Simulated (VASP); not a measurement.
Runs of VASP 6.6.1 on KTaO3. The structure is that of space group P4/mmm (No. 123), or close to it. The cells are those of the table. 

```csv
cell,gap on the mesh (eV),pressure (GPa)
"a = 3.753, b = 3.753, c = 4.504 Å, 5 atoms",1.81,18.4
"a = 4.604, b = 4.604, c = 2.993 Å, 5 atoms",none,89.6
"a = 4.101, b = 4.101, c = 3.773 Å, 5 atoms",(a),(c)
"a = 3.654, b = 3.654, c = 4.751 Å, 5 atoms",(b),31.1
"a = 3.553, b = 3.553, c = 5.024 Å, 5 atoms",1.12,48.9
"a = 4.477, b = 4.477, c = 3.165 Å, 5 atoms",0.36,62.0
"a = 4.210, b = 4.210, c = 3.579 Å, 5 atoms",(d),17.2
"a = 4.333, b = 4.333, c = 3.379 Å, 5 atoms",1.64,33.2
```

Alike in all rows: task single point; level PBE; potentials or basis VASP PAW PBE potentials, release 64 (K_sv, Ta_pv, O); no spin polarisation; k mesh 8 × 8 × 8; cutoff (eV) 520; smearing gaussian 0.05 eV.

**Question.** Fill in the values left out.

**Answer.** (a) 2.01; (b) 1.52; (c) 8.9; (d) 1.84.

Caveats: spin-orbit coupling is left out, which moves the levels of the heavy elements; the stress differs along the axes, from -22 to 38 GPa (at least some runs); atoms lie so close that the PAW spheres overlap strongly, which falsifies energies and pressures (at least some runs); the stress differs along the axes, from -28 to 324 GPa (at least some runs); the stress differs along the axes, from -3 to 33 GPa (at least some runs); the stress differs along the axes, from -26 to 59 GPa (at least some runs); the stress differs along the axes, from -27 to 87 GPa (at least some runs).

A k mesh can miss the band edges, and the runs leave out spin-orbit coupling on Ta.

A gap of «none» marks levels without a gap at the run's occupations.
